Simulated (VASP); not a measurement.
Ta2O5, 7 atoms in the cell. It takes space group Cm (No. 8, monoclinic). Conventional cell: a = 7.421 Å, b = 9.551 Å, c = 5.247 Å, α = 90.00°, β = 135.00°, γ = 90.00°. Ta (site symmetry 1) has 5 O at 1.85 to 2.00 Å within 2.5 Å. O (site symmetry m) has 2 Ta at 1.88 Å within 2.5 Å. O (site symmetry 1) has 2 Ta at 1.89 to 1.96 Å and 4 O at 2.51 to 2.74 Å within 2.8 Å. O (site symmetry 1) has 2 Ta at 1.85 to 2.00 Å and 4 O at 2.51 to 2.74 Å within 2.8 Å.  This cell differs from its parent crystal: atoms displaced along a vibrational mode.

```yaml
Program: VASP 6.6.1
Task: single point
Functional: r2SCAN
Potentials_or_basis: VASP PAW PBE potentials, release 64 (Ta_pv, O)
Cutoff: 520 eV
k_mesh: 8 × 8 × 8
Occupations: gaussian, width 0.05 eV
Spin: no spin polarisation
Dipole_correction: no
Further_INCAR_settings: ALGO = Normal; EDIFF = 1e-07; NBANDS = 35
```

Potentials or basis: VASP PAW PBE potentials, release 64 (Ta_pv, O).

Launch:

```console
$ cat potpaw_PBE.64/Ta_pv/POTCAR potpaw_PBE.64/O/POTCAR > POTCAR
$ cp INCAR.step1 INCAR
$ mpirun -np 1 vasp_std > vasp.out
$ cp INCAR.step2 INCAR
$ mpirun -np 1 vasp_std > vasp.out
```

Hardware: 1 thread of Oxide Virtual Turin-like Processor (shared host).

**Question.** How long does it take, and how much memory?

**Answer.** Run time: 80 min on 1 thread of Oxide Virtual Turin-like Processor, with other jobs on the host, peak memory 0.69 GiB. Counts: k points 150.
